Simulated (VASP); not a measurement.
Here is a VASP 6.6.1 calculation.

The input INCAR:

```
ALGO = Fast ; EDIFF = 1E-6
ENCUT = 520 ; ISIF = 2
ISMEAR = 0 ; LASPH = T
LCHARG = F ; LREAL = F
LWAVE = F ; NBANDS = 10
NELM = 60 ; PREC = Accurate
SIGMA = 0.15
```

The input KPOINTS:

```
k-points
0
Gamma
  18 18 18
```

POSCAR

```
Na
1.0
   -1.9926437912      1.9926437912      2.3911725494
    1.9926437912     -1.9926437912      2.3911725494
    1.9926437912      1.9926437912     -2.3911725494
Na
1
Direct
    0.0000000000      0.0000000000      0.0000000000
```

Potentials or basis: VASP PAW LDA potentials, release 64 (Na_pv).

Run with:

```console
$ cat potpaw_LDA.64/Na_pv/POTCAR > POTCAR
$ mpirun -np 1 vasp_std > vasp.out
```

(1) What does it give for the pressure?

Results:

(1) -1.1 GPa.
